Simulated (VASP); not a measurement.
# PbS (P4mm) in VASP: single point with PBE

Aim: the single point of PbS with PBE.

Everything below comes from runs of VASP 6.6.1. Logs are shortened: lines on timing, memory, paths and dates and some standing lists are left out, and cuts for length are marked.

### Step 1. The cell of the first run

Symmetry: P4mm, No. 99, tetragonal system. The conventional cell has a = 3.654 Å, b = 3.654 Å, c = 3.654 Å, α = 90.00°, β = 90.00°, γ = 90.00°. Within 3.8 Å of Pb (site symmetry 4mm) lie 8 S at 2.90 to 3.48 Å and 6 Pb at 3.65 Å. Within 3.8 Å of S (site symmetry 4mm) lie 8 Pb at 2.90 to 3.48 Å and 6 S at 3.65 Å.

### Step 2. Single point, PBE

Input file INCAR:

```
PREC = Accurate ; ENCUT = 500
EDIFF = 1E-6 ; ISMEAR = 0
SIGMA = 0.1 ; LREAL = False
LASPH = True ; NELM = 120
ALGO = Normal ; ISIF = 2
LWAVE = False ; LCHARG = False
GGA = PE ; NBANDS = 17
GGA_COMPAT = False
```

Input file KPOINTS:

```
Automatic mesh
0
Gamma
  4 4 4
```

Input file POSCAR:

```
PbS
1.0
    3.6536590000      0.0000000000      0.0000000000
    0.0000000000      3.6536590000      0.0000000000
    0.0000000000      0.0000000000      3.6536590000
Pb S
1 1
Direct
    0.0000000000      0.0000000000      0.0000000000
    0.5000000000      0.5000000000      0.6368491148
```

Potentials or basis: VASP PAW PBE potentials, release 64 (Pb_d, S).

Started as:

```bash
$ cat potpaw_PBE.64/Pb_d/POTCAR potpaw_PBE.64/S/POTCAR > POTCAR
$ mpirun -np 1 vasp_std > vasp.out
```

OUTCAR:

```text
PREC = Accurate
   ENCUT = 500
   EDIFF = 1E-6
   ISMEAR = 0
   LREAL = False
   LASPH = True
   NELM = 120
   ISIF = 2
   GGA = PE

 ion  position               nearest neighbor table
   1  0.000  0.000  0.000-   2 2.90   2 2.90   2 2.90   2 2.90
   2  0.500  0.500  0.637-   1 2.90   1 2.90   1 2.90   1 2.90

  LATTYP: Found a simple cubic cell.
 ALAT       =     3.6536590000

  Lattice vectors:

 A1 = (   3.6536590000,   0.0000000000,   0.0000000000)
 A2 = (   0.0000000000,   3.6536590000,   0.0000000000)
 A3 = (   0.0000000000,   0.0000000000,   3.6536590000)

Analysis of symmetry for initial positions (statically):
=====================================================================
 Subroutine PRICEL returns:
 Original cell was already a primitive cell.

 Routine SETGRP: Setting up the symmetry group for a
 simple cubic supercell.

 Subroutine GETGRP returns: Found  8 space group operations
 (whereof  8 operations were pure point group operations)
 out of a pool of 48 trial point group operations.

The static configuration has the point symmetry C_4v.

Analysis of symmetry for dynamics (positions and initial velocities):
=====================================================================
 Subroutine PRICEL returns:
 Original cell was already a primitive cell.

 Routine SETGRP: Setting up the symmetry group for a
 simple cubic supercell.

 Subroutine GETGRP returns: Found  8 space group operations
 (whereof  8 operations were pure point group operations)
 out of a pool of 48 trial point group operations.

The dynamic configuration has the point symmetry C_4v.

 Subroutine INISYM returns: Found  8 space group operations
 (whereof  8 operations are pure point group operations),
 and found     1 'primitive' translations

----------------------------------------------------------------------------------------

                                     Primitive cell

  volume of cell :      48.7735

  direct lattice vectors                    reciprocal lattice vectors
     3.653659000  0.000000000  0.000000000     0.273698230  0.000000000  0.000000000
     0.000000000  3.653659000  0.000000000     0.000000000  0.273698230  0.000000000
     0.000000000  0.000000000  3.653659000     0.000000000  0.000000000  0.273698230

  length of vectors
     3.653659000  3.653659000  3.653659000     0.273698230  0.273698230  0.273698230

  position of ions in fractional coordinates (direct lattice)
     0.000000000  0.000000000  0.000000000
     0.500000000  0.500000000  0.636849115

  ion indices of the primitive-cell ions
   primitive index   ion index
                 1           1
                 2           2

----------------------------------------------------------------------------------------

 KPOINTS: Automatic mesh

Automatic generation of k-mesh.
 Grid dimensions read from file:
 generate k-points for:    4    4    4

 Generating k-lattice:

  Cartesian coordinates                     Fractional coordinates (reciprocal lattice)
     0.068424557  0.000000000  0.000000000     0.250000000  0.000000000  0.000000000
     0.000000000  0.068424557  0.000000000     0.000000000  0.250000000  0.000000000
     0.000000000  0.000000000  0.068424557     0.000000000  0.000000000  0.250000000

  Length of vectors
     0.068424557  0.068424557  0.068424557

  Shift w.r.t. Gamma in fractional coordinates (k-lattice)
     0.000000000  0.000000000  0.000000000

 Subroutine IBZKPT returns following result:
 ===========================================

 Found     18 irreducible k-points:

 Following reciprocal coordinates:
            Coordinates               Weight
  0.000000  0.000000  0.000000      1.000000
  0.250000  0.000000  0.000000      4.000000
  0.000000  0.000000  0.250000      2.000000
  0.500000  0.000000  0.000000      2.000000
  0.000000  0.000000  0.500000      1.000000
  0.250000  0.250000  0.000000      4.000000
[... 10 lines left out ...]
  0.250000  0.500000  0.500000      4.000000
  0.500000  0.500000  0.500000      1.000000
   k-points           NKPTS =     18   k-points in BZ     NKDIM =     18   number of bands    NBANDS=     17
   number of dos      NEDOS =    301   number of ions     NIONS =      2
   total plane-waves  NPLWV =  21952
   dimension x,y,z NGX =    28 NGY =   28 NGZ =   28
   dimension x,y,z NGXF=    56 NGYF=   56 NGZF=   56
   ions per type =               1   1
   NGX,Y,Z   is equivalent  to a cutoff of  12.74, 12.74, 12.74 a.u.
   NGXF,Y,Z  is equivalent  to a cutoff of  25.48, 25.48, 25.48 a.u.
 SYSTEM =  unknown system
   PREC   = accura    normal or accurate (medium, high low for compatibility)
   ISTART =      0    job   : 0-new  1-cont  2-samecut
   ICHARG =      2    charge: 1-file 2-atom 10-const
   ISPIN  =      1    spin polarized calculation?
   LNONCOLLINEAR =      F non collinear calculations
   LSORBIT =      F    spin-orbit coupling
   LASPH  =      T    aspherical Exc in radial PAW
   ENCUT  =  500.0 eV  36.75 Ry    6.06 a.u.   6.66  6.66  6.66*2*pi/ulx,y,z
   NELM   =    120;   NELMIN=  2; NELMDL= -5     # of ELM steps
   EDIFF  = 0.1E-05   stopping-criterion for ELM
   LREAL  =      F    real-space projection
   EDIFFG = 0.1E-04   stopping-criterion for IOM
   NSW    =      0    number of steps for IOM
   IBRION =     -1    ionic relax: 0-MD 1-quasi-New 2-CG
   NFREE  =      0    steps in history (QN), initial steepest desc. (CG)
   ISIF   =      2    stress and relaxation
   ISYM   =      2    0-nonsym 1-usesym 2-fastsym
   POTIM  = 0.5000    time-step for ionic-motion
   TEBEG  =    0.0;   TEEND  =   0.0 temperature during run
   PSTRESS=    0.0 pullay stress
   NELECT =      20.0000    total number of electrons
   NUPDOWN=      -1.0000    fix difference up-down
   EMIN   =  10.00;   EMAX   =-10.00  energy-range for DOS
   EFERMI =   0.00;   METHOD = LEGACY
   ISMEAR =     0;   SIGMA  =   0.10  broadening in eV -4-tet -1-fermi 0-gaus
   EFERMI_NEDOS =   21; number of points for ismear=-14 and -15
   IALGO  =     38    algorithm
   IMIX   =      4    mixing-type and parameters
     AMIX     =   0.40;   BMIX     =  1.00
     AMIX_MAG =   1.60;   BMIX_MAG =  1.00
  volume/ion in A,a.u.               =      24.39       164.57
  Fermi-wavevector in a.u.,A,eV,Ry     =   1.216252  2.298383 20.126668  1.479268
  Thomas-Fermi vector in A             =   2.351612
   LORBIT       =      0    0 simple, 1 ext, 2 COOP (PROOUT), +10 PAW based schemes
   GGA     = PE    functional components
   LHFCALC =     F    Hartree Fock is set to
   AEXX    =    0.0000 exact exchange contribution
   IVDW    =     0    specifies the selected vdW correction
   LEPSILON=     F    determine dielectric tensor
   LRPA    =     F    only Hartree local field effects (RPA)
 non-spin polarized calculation
 Gauss-broadening in eV      SIGMA  =   0.10
  energy-cutoff  :      500.00
  volume of cell :       48.77
 maximum number of plane-waves:      1250
 NGX is ok and might be reduce to    28
   NGX = 13   NGY = 13   NGZ = 13

 number of electron      19.9999994 magnetization

 Free energy of the ion-electron system (eV)
  ---------------------------------------------------
  ext. energy  EPLUGINS =         0.00000000
  ---------------------------------------------------
  free energy    TOTEN  =        -8.25212148 eV

  energy without entropy =       -8.25000385  energy(sigma->0) =       -8.25106267

 E-fermi :   6.0109     XC(G=0): -10.1008

 val. band max:        6.0032804760   @ k =   0.5000   0.0000   0.0000
 cond. band min:       6.7423240383   @ k =   0.5000   0.5000   0.5000
 fundamental gap:      0.7390435623
 Fermi energy:         6.0109085145

 k-point     1 :       0.0000    0.0000    0.0000
  band No.  band energies     occupation
      1     -10.7311      2.00000
      2     -10.6929      2.00000
      3     -10.5141      2.00000
      4     -10.5141      2.00000
      5     -10.4853      2.00000
      6      -7.2478      2.00000
[... 9 lines left out ...]
     16      18.2154      0.00000
     17      18.3521      0.00000

 k-point     2 :       0.2500    0.0000    0.0000
  band No.  band energies     occupation
      1     -10.7167      2.00000
      2     -10.6193      2.00000
      3     -10.5507      2.00000
      4     -10.5205      2.00000
      5     -10.5091      2.00000
      6      -6.7152      2.00000
[... 9 lines left out ...]
     16      16.8002      0.00000
     17      18.3905      0.00000

 k-point     3 :       0.0000    0.0000    0.2500
  band No.  band energies     occupation
      1     -10.6880      2.00000
      2     -10.6561      2.00000
      3     -10.5427      2.00000
      4     -10.5427      2.00000
      5     -10.4825      2.00000
      6      -6.8165      2.00000
[... 9 lines left out ...]
     16      17.4584      0.00000
     17      18.4054      0.00000

 k-point     4 :       0.5000    0.0000    0.0000
  band No.  band energies     occupation
      1     -10.7085      2.00000
      2     -10.5872      2.00000
      3     -10.5525      2.00000
      4     -10.5399      2.00000
      5     -10.5068      2.00000
      6      -5.8647      2.00000
[... 9 lines left out ...]
     16      19.0654      0.00000
     17      19.2969      0.00000

 k-point     5 :       0.0000    0.0000    0.5000
  band No.  band energies     occupation
      1     -10.6831      2.00000
      2     -10.5820      2.00000
      3     -10.5709      2.00000
      4     -10.5709      2.00000
      5     -10.4798      2.00000
      6      -6.2247      2.00000
[... 9 lines left out ...]
     16      18.6285      0.00000
     17      19.4123      0.00000

 k-point     6 :       0.2500    0.2500    0.0000
  band No.  band energies     occupation
      1     -10.6804      2.00000
      2     -10.5857      2.00000
      3     -10.5671      2.00000
      4     -10.5397      2.00000
      5     -10.5376      2.00000
      6      -6.2108      2.00000
[... 9 lines left out ...]
     16      15.7485      0.00000
     17      16.7990      0.00000

 k-point     7 :       0.0000    0.2500    0.2500
  band No.  band energies     occupation
      1     -10.6624      2.00000
      2     -10.6021      2.00000
      3     -10.5806      2.00000
      4     -10.5386      2.00000
      5     -10.5144      2.00000
      6      -6.3107      2.00000
[... 9 lines left out ...]
     16      16.4734      0.00000
     17      16.6178      0.00000

 k-point     8 :       0.5000    0.2500    0.0000
  band No.  band energies     occupation
      1     -10.6629      2.00000
      2     -10.6409      2.00000
      3     -10.5696      2.00000
      4     -10.5364      2.00000
      5     -10.4921      2.00000
      6      -5.4791      2.00000
[... 9 lines left out ...]
     16      16.2949      0.00000
     17      18.2226      0.00000
[... 83 lines left out ...]
      1     -10.6113      2.00000
      2     -10.5872      2.00000
      3     -10.5770      2.00000
      4     -10.5573      2.00000
      5     -10.5554      2.00000
      6      -5.8626      2.00000
[... 9 lines left out ...]
     16      16.4821      0.00000
     17      19.1634      0.00000

 k-point    14 :       0.5000    0.2500    0.2500
  band No.  band energies     occupation
      1     -10.6450      2.00000
      2     -10.5972      2.00000
      3     -10.5852      2.00000
      4     -10.5675      2.00000
      5     -10.4808      2.00000
      6      -5.2574      2.00000
[... 9 lines left out ...]
     16      16.3275      0.00000
     17      19.7868      0.00000

 k-point    15 :       0.2500    0.2500    0.5000
  band No.  band energies     occupation
      1     -10.6368      2.00000
      2     -10.6066      2.00000
      3     -10.5570      2.00000
      4     -10.5541      2.00000
      5     -10.5101      2.00000
      6      -5.4355      2.00000
[... 9 lines left out ...]
     16      16.8782      0.00000
     17      20.2000      0.00000

 k-point    16 :       0.5000    0.5000    0.2500
  band No.  band energies     occupation
      1     -10.6878      2.00000
      2     -10.6030      2.00000
      3     -10.6030      2.00000
      4     -10.5465      2.00000
      5     -10.4251      2.00000
      6      -4.9144      2.00000
[... 9 lines left out ...]
     16      17.4943      0.00000
     17      21.0653      0.00000

 k-point    17 :       0.2500    0.5000    0.5000
  band No.  band energies     occupation
      1     -10.6760      2.00000
      2     -10.6009      2.00000
      3     -10.5969      2.00000
      4     -10.5268      2.00000
      5     -10.4472      2.00000
      6      -5.0105      2.00000
[... 9 lines left out ...]
     16      18.2188      0.00000
     17      21.2150      0.00000

 k-point    18 :       0.5000    0.5000    0.5000
  band No.  band energies     occupation
      1     -10.6640      2.00000
      2     -10.6407      2.00000
      3     -10.6407      2.00000
      4     -10.4565      2.00000
      5     -10.4235      2.00000
      6      -4.7934      2.00000
[... 9 lines left out ...]
     16      19.6638      0.00000
     17      22.1535      0.00000

------------------------ aborting loop because EDIFF is reached ----------------------------------------

  FORCE on cell =-STRESS in cart. coord.  units (eV):
  Direction    XX          YY          ZZ          XY          YZ          ZX
  --------------------------------------------------------------------------------------
  -------------------------------------------------------------------------------------
  Total        0.8323411      0.8323411      1.1729858      0.0000000     -0.0000000      0.0000000
  in kB       27.3418502     27.3418502     38.5318002      0.0000000     -0.0000000      0.0000000
  external PRESSURE =      31.0718336 kB  Pullay stress =       0.0000000 kB

 VOLUME and BASIS-vectors are now :
 -----------------------------------------------------------------------------
  energy-cutoff  :      500.00
  volume of cell :       48.77
      direct lattice vectors                 reciprocal lattice vectors
     3.653659000  0.000000000  0.000000000     0.273698230  0.000000000  0.000000000
     0.000000000  3.653659000  0.000000000     0.000000000  0.273698230  0.000000000
     0.000000000  0.000000000  3.653659000     0.000000000  0.000000000  0.273698230

 POSITION                                       TOTAL-FORCE (eV/Angst)
 -----------------------------------------------------------------------------------
      0.00000      0.00000      0.00000        -0.000000      0.000000      0.062647
      1.82683      1.82683      2.32683         0.000000     -0.000000     -0.062647
 -----------------------------------------------------------------------------------
    total drift:                               -0.000000      0.000000     -0.000408

  FREE ENERGIE OF THE ION-ELECTRON SYSTEM (eV)
  ---------------------------------------------------
  free  energy   TOTEN  =        -8.2521214827 eV

  energy  without entropy=       -8.2500038511  energy(sigma->0) =       -8.25106267
```

Run time: 13 s. Hardware: 1 thread of Intel Xeon Platinum 8488C (Sapphire Rapids), shared host; peak memory 0.15 GiB.

What came out:

* Free energy: -8.2521 eV
* Pressure: 3.1 GPa
* Largest force: 0.063 eV/Å
* Band gap on the k mesh: zero (band 10 reaches 6.00 eV, above the bottom of band 11 at 5.73 eV)

Forces on the atoms (eV/Å):
```
Pb   0.000  0.000  0.063
S    0.000  0.000 -0.063
```

Caveat: the k points lie up to 0.43 Å⁻¹ apart; spin-orbit coupling is left out, which moves the levels of the heavy elements.
